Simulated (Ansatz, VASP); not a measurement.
## Au in VASP and in Ansatz

```
Au
1.0
     0.00000    2.04550    2.04550
     2.04550    0.00000    2.04550
     2.04550    2.04550    0.00000
Au
1
Direct
  0.00000 0.00000 0.00000
```

Alike in both runs: task single point; functional PBEsol; k mesh 14 × 14 × 14; occupations fermi-dirac, width 0.08 eV; no spin polarisation.

```csv
,VASP,Ansatz
version,VASP 6.6.1,Ansatz 0.2.0
potentials or method,"VASP PAW PBE potentials, release 64 (Au), cutoff 520 eV","all-electron LAPW, scalar-relativistic"
```

|  | VASP | Ansatz | Ansatz less VASP |
| --- | --- | --- | --- |
| pressure (GPa) | -1.3 | -1.1 | +0.27 |

VASP's potentials were made for PBE, not for PBEsol. Ansatz ran all-electron here, and VASP with PAW potentials.

Spin-orbit coupling is off throughout.
